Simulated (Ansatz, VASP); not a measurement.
# Two plane-wave programs on Pd

File POSCAR:

```
Pd
1.0
    0.0000000000      2.5165803179      2.5165803179
    2.5165803179      0.0000000000      2.5165803179
    2.5165803179      2.5165803179      0.0000000000
Pd
2
Direct
    1.0000000000      0.0000000000      0.0000000000
    0.5000000000      0.5000000000      0.5000000000
```

INCAR.step1

```
SYSTEM = Pd
  ALGO = Normal
  EDIFF = 1E-4
  ENCUT = 520
  GGA = PE
  ISMEAR = -1
  ISPIN = 2
  LASPH = .True.
  LCHARG = .False.
  LMAXMIX = 4
  LREAL = .False.
  LWAVE = .True.
  MAGMOM = 0.5 -0.5
  NBANDS = 21
  NELM = 150
  PREC = Accurate
  SIGMA = 0.05
```

INCAR.step2

```
SYSTEM = Pd
  ALGO = Normal
  EDIFF = 1E-7
  ENCUT = 520
  ISIF = 2
  ISMEAR = -1
  ISPIN = 2
  ISTART = 1
  LASPH = .True.
  LCHARG = .False.
  LMAXMIX = 4
  LMIXTAU = .True.
  LORBIT = 11
  LREAL = .False.
  LWAVE = .False.
  MAGMOM = 0.5 -0.5
  METAGGA = R2SCAN
  NBANDS = 21
  NELM = 150
  PREC = Accurate
  SIGMA = 0.05
```

KPOINTS

```
k-points
0
Gamma
  12 12 12
  0 0 0
```

Input for Ansatz:

```yaml
crystal:
  lattice:
    - [0.0, 2.5165803179, 2.5165803179]
    - [2.5165803179, 0.0, 2.5165803179]
    - [2.5165803179, 2.5165803179, 0.0]
  atoms:
    - { symbol: Pd, position: [1.0, 0.0, 0.0], spin: 0.5 }
    - { symbol: Pd, position: [0.5, 0.5, 0.5], spin: -0.5 }
hamiltonian:
  xc: r2scan
  pseudopotentials:
    kind: paw
    azcp:
      Pd: "pseudopotentials/Pd.paw.azcp"
basis:
  ecutwfc: 500
  fft_grid_basis: typed
kpoints:
  mp_grid: { grid: [12, 12, 12], shift: [0, 0, 0] }
magnetization:
  spin_polarized: true
scf:
  occupations: { method: fermi_dirac, width: 0.05 }
  lower_state_search: "off"
output:
  stress: true
```

Alike in both runs: task single point; functional r2SCAN; k mesh 12 × 12 × 12; occupations fermi-dirac, width 0.05 eV; collinear spin.

```csv
,VASP,Ansatz
version,VASP 6.6.1,Ansatz 0.2.0
potentials or method,"VASP PAW PBE potentials, release 64 (Pd), cutoff 520 eV","plane waves (500 eV) with PAW, scalar-relativistic"
valence electrons in the cell,20,36
```

Ansatz gave:

| Item | Value |
| --- | --- |
| pressure (GPa) | 14.4 |
| net moment per atom (μB) | 0.00 |

Estimate VASP's values.

pressure (GPa): 15.1; net moment per atom (μB): 0.00.

VASP's potentials were made for PBE, not for r2SCAN. VASP's potentials hold 20 valence electrons a cell and Ansatz's 36, so a difference there can come from the potentials and not from the codes. Ansatz's warnings: seeded moment not kept, stability check not made.
